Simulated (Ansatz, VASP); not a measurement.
# InSe: VASP beside Ansatz

File INCAR:

```
ALGO = Normal
DIPOL = 0.5 0.5 0.500
EDIFF = 1E-6
ENCUT = 520
GGA = PE
IDIPOL = 3
ISIF = 2
ISMEAR = 0
IVDW = 12
LASPH = True
LCHARG = True
LDIPOL = True
LELF = True
LREAL = False
LVACPOTAV = True
LVHAR = True
LWAVE = False
NBANDS = 27
NELM = 60
PREC = Accurate
SIGMA = 0.02
```

Contents of KPOINTS:

```
k-points
0
Gamma
  9 9 1
```

The input POSCAR:

```
InSe
1.0
    4.0940000000      0.0000000000      0.0000000000
   -2.0470000000      3.5455080031      0.0000000000
    0.0000000000      0.0000000000     36.7211901288
Se In
2 2
Direct
    0.0000000000      0.0000000000      0.4234771694
    0.0000000000      0.0000000000      0.5764950858
    0.6666666667      0.3333333333      0.4602865666
    0.6666666667      0.3333333333      0.5396857446
```

Input for Ansatz:

```yaml
crystal:
  lattice:
    - [4.094, 0.0, 0.0]
    - [-2.047, 3.5455080031, 0.0]
    - [0.0, 0.0, 36.7211901288]
  atoms:
    - { symbol: Se, position: [0.0, 0.0, 0.4234771694] }
    - { symbol: In, position: [0.6666666667, 0.3333333333, 0.4602865666] }
    - { symbol: In, position: [0.6666666667, 0.3333333333, 0.5396857446] }
    - { symbol: Se, position: [0.0, 0.0, 0.5764950858] }
  periodic: [true, true, false]
basis:
  ecutwfc: 420
kpoints:
  mp_grid: { grid: [9, 9, 1] }
hamiltonian:
  xc: pbe
  dispersion: d3bj
scf:
  occupations: { method: gaussian, width: 0.02 }
output:
  forces: true
  stress: true
  eigenvalues: true
```

Alike in both runs: task single point; functional PBE; dispersion D3(BJ); k mesh 9 × 9 × 1; occupations gaussian, width 0.02 eV; no spin polarisation.

```csv
,VASP,Ansatz
version,VASP 6.6.1,Ansatz 0.2.0
potentials or method,"VASP PAW PBE potentials, release 64 (Se, In_d), cutoff 520 eV","scalar-relativistic, plane waves, PAW"
valence electrons in the cell,38,58
```

Ansatz gave:

| Item | Value |
| --- | --- |
| gap on the k mesh at the Fermi level (eV) | 1.50 |
| least direct gap on the mesh (eV) | 1.55 |
| rms of the force components (eV/Å) | 0.233 |

What did VASP give for the same quantities?

gap on the k mesh at the Fermi level (eV): 1.49; least direct gap on the mesh (eV): 1.55; rms of the force components (eV/Å): 0.228.

VASP's potentials hold 38 valence electrons a cell and Ansatz's 58, so a difference there can come from the potentials and not from the codes. Ansatz's warnings: structure snapped to symmetry.
